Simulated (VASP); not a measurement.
# BiTe (Fmmm) in VASP: further runs

Runs on BiTe. Level: PBEsol. Tasks: single point.

Program: VASP 6.6.1. These are calculated values, not measurements. Logs are shortened: lines on timing, memory, paths and dates and some standing lists are left out, and cuts for length are marked.

## 1. The cell of the first run

The structure is orthorhombic, space group Fmmm (No. 69). Conventional cell: a = 5.675 Å, b = 6.394 Å, c = 7.114 Å, α = 90.00°, β = 90.00°, γ = 90.00°. Bi (site symmetry mmm) has 6 Te at 2.84 to 3.56 Å within 3.7 Å. Te (site symmetry mmm) has 6 Bi at 2.84 to 3.56 Å within 3.7 Å.

## 2. Single point, PBEsol (strain +0.1125 x Voigt [1, -1, 0, 0, 0, 0])

INCAR

```
PREC     = Accurate       # precision mode
ENCUT    = 520            # plane-wave cutoff, eV
EDIFF    = 1E-6           # SCF threshold, eV
ISMEAR   = 0              # smearing method
SIGMA    = 0.15           # smearing width, eV
LREAL    = F              # projectors in reciprocal space
LASPH    = T              # aspherical terms in the spheres
NELM     = 80             # most SCF steps
ALGO     = Normal         # electronic algorithm
ISIF     = 2              # what is computed and relaxed
LWAVE    = F              # write WAVECAR
LCHARG   = F              # write CHGCAR
GGA      = PS             # functional
NBANDS   = 18             # bands
```

KPOINTS

```
regular mesh
0
Gamma
  16 16 16
```

POSCAR

```
BiTe
1.0
    0.0000000000      2.8374740265      3.1971538327
    3.5568336389      0.0000000000      3.1971538327
    3.5568336389      2.8374740265      0.0000000000
Bi Te
1 1
Direct
    0.0000000000      0.0000000000      0.0000000000
    0.5000000000      0.5000000000      0.5000000000
```

Potentials or basis: VASP PAW PBE potentials, release 64 (Bi_d, Te).

Started as:

```sh
cat potpaw_PBE.64/Bi_d/POTCAR potpaw_PBE.64/Te/POTCAR > POTCAR
mpirun -np 1 vasp_std > vasp.out
```

OUTCAR:

```text
PREC = Accurate
   ENCUT = 520
   EDIFF = 1E-6
   ISMEAR = 0
   LREAL = F
   LASPH = T
   NELM = 80
   ISIF = 2
   GGA = PS

 ion  position               nearest neighbor table
   1  0.000  0.000  0.000-   2 2.84   2 2.84   2 3.20   2 3.20   2 3.56   2 3.56
   2  0.500  0.500  0.500-   1 2.84   1 2.84   1 3.20   1 3.20   1 3.56   1 3.56

  LATTYP: Found a face centered orthorhombic cell.
 ALAT       =     5.6749480530
 B/A-ratio  =     1.1267605634
 C/A-ratio  =     1.2535211268

  Lattice vectors:

 A1 = (  -3.5568336389,   0.0000000000,  -3.1971538327)
 A2 = (  -3.5568336389,   2.8374740265,   0.0000000000)
 A3 = (   0.0000000000,   2.8374740265,  -3.1971538327)

Analysis of symmetry for initial positions (statically):
=====================================================================
 Subroutine PRICEL returns:
 Original cell was already a primitive cell.

 Routine SETGRP: Setting up the symmetry group for a
 face centered orthorhombic supercell.

 Subroutine GETGRP returns: Found  8 space group operations
 (whereof  8 operations were pure point group operations)
 out of a pool of  8 trial point group operations.

The static configuration has the point symmetry D_2h.

Analysis of symmetry for dynamics (positions and initial velocities):
=====================================================================
 Subroutine PRICEL returns:
 Original cell was already a primitive cell.

 Routine SETGRP: Setting up the symmetry group for a
 face centered orthorhombic supercell.

 Subroutine GETGRP returns: Found  8 space group operations
 (whereof  8 operations were pure point group operations)
 out of a pool of  8 trial point group operations.

The dynamic configuration has the point symmetry D_2h.

 Subroutine INISYM returns: Found  8 space group operations
 (whereof  8 operations are pure point group operations),
 and found     1 'primitive' translations

----------------------------------------------------------------------------------------

                                     Primitive cell

  volume of cell :      64.5341

  direct lattice vectors                    reciprocal lattice vectors
     0.000000000  2.837474026  3.197153833    -0.140574469  0.176213067  0.156389097
     3.556833639  0.000000000  3.197153833     0.140574469 -0.176213067  0.156389097
[... 82 lines left out ...]
   LASPH  =      T    aspherical Exc in radial PAW
   ENCUT  =  520.0 eV  38.22 Ry    6.18 a.u.   7.95  8.89  8.46*2*pi/ulx,y,z
   NELM   =     80;   NELMIN=  2; NELMDL= -5     # of ELM steps
   EDIFF  = 0.1E-05   stopping-criterion for ELM
   LREAL  =      F    real-space projection
   EDIFFG = 0.1E-04   stopping-criterion for IOM
   NSW    =      0    number of steps for IOM
   IBRION =     -1    ionic relax: 0-MD 1-quasi-New 2-CG
   NFREE  =      0    steps in history (QN), initial steepest desc. (CG)
   ISIF   =      2    stress and relaxation
   ISYM   =      2    0-nonsym 1-usesym 2-fastsym
   POTIM  = 0.5000    time-step for ionic-motion
   TEBEG  =    0.0;   TEEND  =   0.0 temperature during run
   PSTRESS=    0.0 pullay stress
   NELECT =      21.0000    total number of electrons
   NUPDOWN=      -1.0000    fix difference up-down
   EMIN   =  10.00;   EMAX   =-10.00  energy-range for DOS
   EFERMI =   0.00;   METHOD = LEGACY
   ISMEAR =     0;   SIGMA  =   0.15  broadening in eV -4-tet -1-fermi 0-gaus
   EFERMI_NEDOS =   21; number of points for ismear=-14 and -15
   IALGO  =     38    algorithm
   IMIX   =      4    mixing-type and parameters
     AMIX     =   0.40;   BMIX     =  1.00
     AMIX_MAG =   1.60;   BMIX_MAG =  1.00
  volume/ion in A,a.u.               =      32.27       217.75
  Fermi-wavevector in a.u.,A,eV,Ry     =   1.126034  2.127896 17.251550  1.267953
  Thomas-Fermi vector in A             =   2.262714
   LORBIT       =      0    0 simple, 1 ext, 2 COOP (PROOUT), +10 PAW based schemes
   GGA     = PS    functional components
   LHFCALC =     F    Hartree Fock is set to
   AEXX    =    0.0000 exact exchange contribution
   IVDW    =     0    specifies the selected vdW correction
   LEPSILON=     F    determine dielectric tensor
   LRPA    =     F    only Hartree local field effects (RPA)
 non-spin polarized calculation
 Gauss-broadening in eV      SIGMA  =   0.15
  energy-cutoff  :      520.00
  volume of cell :       64.53
 maximum number of plane-waves:      1770
   NGX = 15   NGY = 17   NGZ = 17

 number of electron      21.0000002 magnetization

 Free energy of the ion-electron system (eV)
  ---------------------------------------------------
  ext. energy  EPLUGINS =         0.00000000
  ---------------------------------------------------
  free energy    TOTEN  =        -7.46302508 eV

  energy without entropy =       -7.44962623  energy(sigma->0) =       -7.45632565

 E-fermi :   6.9749     XC(G=0):  -9.7602

 val. band max:        6.9744298460   @ k =   0.1250   0.0000   0.0000
 cond. band min:       6.9780709245   @ k =   0.3125   0.5000   0.0625
 fundamental gap:      0.0036410785
 Fermi energy:         6.9749087641

 k-point     1 :       0.0000    0.0000    0.0000
  band No.  band energies     occupation
      1     -16.1996      2.00000
      2     -16.1481      2.00000
      3     -16.0996      2.00000
      4     -16.0499      2.00000
      5     -16.0389      2.00000
      6      -7.1194      2.00000
[... 481 lines left out ...]
      5     -16.0390      2.00000
      6      -7.0185      2.00000
[... 10 lines left out ...]
     17      12.3419      0.00000
     18      13.5649      0.00000

 [... further k-points ...]

------------------------ aborting loop because EDIFF is reached ----------------------------------------

  FORCE on cell =-STRESS in cart. coord.  units (eV):
  Direction    XX          YY          ZZ          XY          YZ          ZX
  --------------------------------------------------------------------------------------
  -------------------------------------------------------------------------------------
  Total       -1.8776386      8.3827036     -0.0257019      0.0000000      0.0000000      0.0000000
  in kB      -46.6158496    208.1161192     -0.6380961      0.0000000      0.0000000      0.0000000
  external PRESSURE =      53.6207245 kB  Pullay stress =       0.0000000 kB

 VOLUME and BASIS-vectors are now :
 -----------------------------------------------------------------------------
  energy-cutoff  :      520.00
  volume of cell :       64.53
      direct lattice vectors                 reciprocal lattice vectors
     0.000000000  2.837474026  3.197153833    -0.140574469  0.176213067  0.156389097
     3.556833639  0.000000000  3.197153833     0.140574469 -0.176213067  0.156389097
     3.556833639  2.837474026  0.000000000     0.140574469  0.176213067 -0.156389097

 POSITION                                       TOTAL-FORCE (eV/Angst)
 -----------------------------------------------------------------------------------
      0.00000      0.00000      0.00000         0.000000      0.000000     -0.000000
      3.55683      2.83747      3.19715         0.000000      0.000000      0.000000
 -----------------------------------------------------------------------------------
    total drift:                                0.000000     -0.000000     -0.000000

  FREE ENERGIE OF THE ION-ELECTRON SYSTEM (eV)
  ---------------------------------------------------
  free  energy   TOTEN  =        -7.4630250771 eV

  energy  without entropy=       -7.4496262253  energy(sigma->0) =       -7.45632565
```

OSZICAR:

```text
N       E                     dE             d eps       ncg     rms          rms(c)
DAV:   1     0.160482965013E+03    0.16048E+03   -0.99193E+03 22408   0.114E+03
DAV:   2     0.471846100824E+01   -0.15576E+03   -0.15182E+03 23830   0.310E+02
DAV:   3    -0.715524938497E+01   -0.11874E+02   -0.11738E+02 28092   0.899E+01
DAV:   4    -0.748289392877E+01   -0.32764E+00   -0.32704E+00 27272   0.160E+01
DAV:   5    -0.749667125805E+01   -0.13777E-01   -0.13777E-01 31592   0.308E+00    0.683E+00
DAV:   6    -0.746487646422E+01    0.31795E-01   -0.76830E-02 32724   0.197E+00    0.421E+00
DAV:   7    -0.746371505216E+01    0.11614E-02   -0.29001E-02 28308   0.100E+00    0.489E-01
DAV:   8    -0.746296876877E+01    0.74628E-03   -0.57809E-03 28646   0.553E-01    0.136E-01
DAV:   9    -0.746302508699E+01   -0.56318E-04   -0.44012E-04 25002   0.123E-01    0.336E-02
DAV:  10    -0.746302626886E+01   -0.11819E-05   -0.19065E-05 32806   0.248E-02    0.213E-02
DAV:  11    -0.746302496470E+01    0.13042E-05   -0.28362E-06 22916   0.152E-02    0.493E-03
DAV:  12    -0.746302507706E+01   -0.11236E-06   -0.67655E-07 13322   0.790E-03
   1 F= -.74630251E+01 E0= -.74563257E+01  d E =-.133989E-01
```

stdout:

```text
POSCAR found type information on POSCAR BiTe
 POSCAR found :  2 types and       2 ions
 scaLAPACK will be used
 -----------------------------------------------------------------------------
|                                                                             |
|                                                                             |
|     You enforced a specific xc type in the INCAR file but a different       |
|     I HOPE YOU KNOW WHAT YOU ARE DOING!                                     |
|                                                                             |
 -----------------------------------------------------------------------------

 LDA part: xc-table for (Slater+PW92), standard interpolation
 POSCAR, INCAR and KPOINTS ok, starting setup
 FFT: planning ... GRIDC
 FFT: planning ... GRID_SOFT
 FFT: planning ... GRID
 WAVECAR not read
 entering main loop
```

Wall time 3.9 min (1 thread of Intel Xeon 6975P-C (Granite Rapids), shared host); peak memory 0.77 GiB.

What came out:

- Free energy: -7.4630 eV
- Pressure: 5.4 GPa
- Band gap on the k mesh: zero (an odd number of electrons rules out a gap without spin polarisation)

Levels at points of the mesh, in eV from the Fermi level:
| k point | band 6 | band 7 | band 8 | band 9 | band 10 | band 11 | band 12 | band 13 | band 14 | band 15 |
| --- | --- | --- | --- | --- | --- | --- | --- | --- | --- | --- |
| (0.00, 0.00, 0.00) | -14.09 | -7.57 | -4.19 | -2.38 | -1.46 | 0.33 | 1.98 | 3.99 | 4.16 | 4.90 |
| (0.50, 0.00, 0.00) | -11.94 | -11.64 | -2.27 | -2.00 | -1.27 | -0.83 | -0.63 | 0.33 | 7.27 | 7.44 |
| (0.50, 0.50, 0.00) | -12.24 | -9.56 | -6.10 | -5.62 | -2.65 | 1.36 | 2.38 | 5.49 | 6.92 | 7.17 |
| (0.50, 0.00, 0.50) | -11.34 | -10.52 | -6.47 | -5.11 | -3.82 | 1.89 | 2.61 | 4.83 | 7.17 | 8.30 |
| (0.00, 0.50, 0.50) | -13.15 | -8.57 | -5.66 | -4.93 | -3.21 | 2.42 | 2.72 | 4.11 | 6.38 | 7.98 |

Caveat: the cell differs from its parent crystal (strain +0.1125 x Voigt [1, -1, 0, 0, 0, 0]); the stress differs along the axes, from -5 to 21 GPa; the PAW data sets were made with another functional, which shifts forces and pressure a little; spin-orbit coupling is left out, which moves the levels of the heavy elements.

## 3. Single point, PBEsol (strain +0.0937 x Voigt [1, -1, 0, 0, 0, 0])

INCAR

```
PREC = Accurate
ENCUT = 520
EDIFF = 1E-6
ISMEAR = 0
SIGMA = 0.15
LREAL = False
LASPH = True
NELM = 80
ALGO = Normal
ISIF = 2
LWAVE = False
LCHARG = False
GGA = PS
NBANDS = 18
```

KPOINTS

```
Automatic mesh
0
Gamma
  16 16 16
```

POSCAR

```
BiTe
1.0
    0.0000000000      2.8975805186      3.1971538327
    3.4967271468      0.0000000000      3.1971538327
    3.4967271468      2.8975805186      0.0000000000
Bi Te
1 1
Direct
    0.0000000000      0.0000000000      0.0000000000
    0.5000000000      0.5000000000      0.5000000000
```

Potentials or basis: VASP PAW PBE potentials, release 64 (Bi_d, Te).

Started as:

```sh
cat potpaw_PBE.64/Bi_d/POTCAR potpaw_PBE.64/Te/POTCAR > POTCAR
mpirun -np 1 vasp_std > vasp.out
```

It took 3.7 min on 1 thread of Intel Xeon 6975P-C (Granite Rapids), shared host; peak memory 0.78 GiB.

It converged, with:

```
Free energy            : -7.6423 eV
Pressure               : 3.5 GPa
Band gap on the k mesh : zero (an odd number of electrons rules out a gap without spin polarisation)
```

Stress tensor (GPa, compression positive):
```
-4.43  0.00  0.00
 0.00 14.38  0.00
 0.00  0.00  0.42
```

Levels at points of the mesh, in eV from the Fermi level:
```tsv
k point	band 6	band 7	band 8	band 9	band 10	band 11	band 12	band 13	band 14	band 15
(0.00, 0.00, 0.00)	-14.05	-7.75	-3.99	-2.50	-1.58	0.43	2.01	4.00	4.42	4.75
(0.50, 0.00, 0.00)	-11.92	-11.61	-2.27	-2.02	-1.25	-0.95	-0.83	0.03	7.25	7.48
(0.50, 0.50, 0.00)	-12.19	-9.74	-6.08	-5.45	-2.95	1.66	2.23	5.37	6.46	7.18
(0.50, 0.00, 0.50)	-11.20	-10.77	-6.41	-5.00	-3.89	1.87	2.68	4.59	6.87	8.30
(0.00, 0.50, 0.50)	-12.99	-8.87	-5.72	-4.84	-3.42	2.29	2.86	4.17	5.77	8.10
```

Caveat: the cell differs from its parent crystal (strain +0.0937 x Voigt [1, -1, 0, 0, 0, 0]); the stress differs along the axes, from -4 to 14 GPa; the PAW data sets were made with another functional, which shifts forces and pressure a little; spin-orbit coupling is left out, which moves the levels of the heavy elements.
